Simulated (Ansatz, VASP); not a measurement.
**Two plane-wave programs on ScH3Br2**

File INCAR:

```
SYSTEM = ScH3Br2
ALGO = Normal
EDIFF = 1E-6
ENCUT = 520
GGA = PE
ISIF = 2
ISMEAR = 0
LASPH = .True.
LCHARG = .False.
LREAL = .False.
LWAVE = .False.
NBANDS = 23
NELM = 80
PREC = Accurate
SIGMA = 0.1
```

The input KPOINTS:

```
k-points
0
Gamma
  3 3 6
  0 0 0
```

Contents of POSCAR:

```
ScH3Br2
1.0
    6.0504698700      0.0000000000      0.0000000000
   -3.0252349300      5.2398606100      0.0000000000
    0.0000000000      0.0000000000      3.2747052500
Sc H Br
1 3 2
Direct
    0.0000000000      0.0000000000      0.0000000000
    0.5000000000      0.0000000000      0.5000000000
    0.5000000000      0.5000000000      0.5000000000
    0.0000000000      0.5000000000      0.5000000000
    0.3333333300      0.6666666700      0.0000000000
    0.6666666700      0.3333333300      0.0000000000
```

Input for Ansatz:

```yaml
crystal:
  lattice:
    - [6.05046987, 0.0, 0.0]
    - [-3.02523493, 5.23986061, 0.0]
    - [0.0, 0.0, 3.27470525]
  atoms:
    - { symbol: Sc, position: [0.0, 0.0, 0.0] }
    - { symbol: H, position: [0.5, 0.0, 0.5] }
    - { symbol: H, position: [0.5, 0.5, 0.5] }
    - { symbol: H, position: [0.0, 0.5, 0.5] }
    - { symbol: Br, position: [0.33333333, 0.66666667, 0.0] }
    - { symbol: Br, position: [0.66666667, 0.33333333, 0.0] }
basis:
  ecutwfc: 420
kpoints:
  mp_grid: { grid: [3, 3, 6] }
hamiltonian:
  xc: pbe
scf:
  occupations: { method: gaussian, width: 0.1 }
  lower_state_search: "off"
output:
  forces: true
  stress: true
  eigenvalues: true
```

Change from the starting cell: species swapped into the PrB2Ru3 type (P6/mmm, No. 191).

Alike in both runs: task single point; functional PBE; k mesh 3 × 3 × 6; occupations gaussian, width 0.1 eV; no spin polarisation.

|  | VASP | Ansatz |
| --- | --- | --- |
| version | VASP 6.6.1 | Ansatz 0.2.0 |
| potentials or method | VASP PAW PBE potentials, release 64 (Sc_sv, H, Br), cutoff 520 eV | scalar-relativistic, plane waves, PAW |
| valence electrons in the cell | 28 | 28 |

|  | VASP | Ansatz | Ansatz less VASP |
| --- | --- | --- | --- |
| gap on the k mesh at the Fermi level (eV) | none | none | - |
| pressure (GPa) | -5.6 | -5.6 | +0.02 |
| traceless stress, the component that is largest in VASP (GPa) | 7.15 | 7.14 | -0.015 |

A gap of «none» marks a metal or a gap that the smearing closes.

The k mesh is coarse, so the values compare programs but aren't converged.
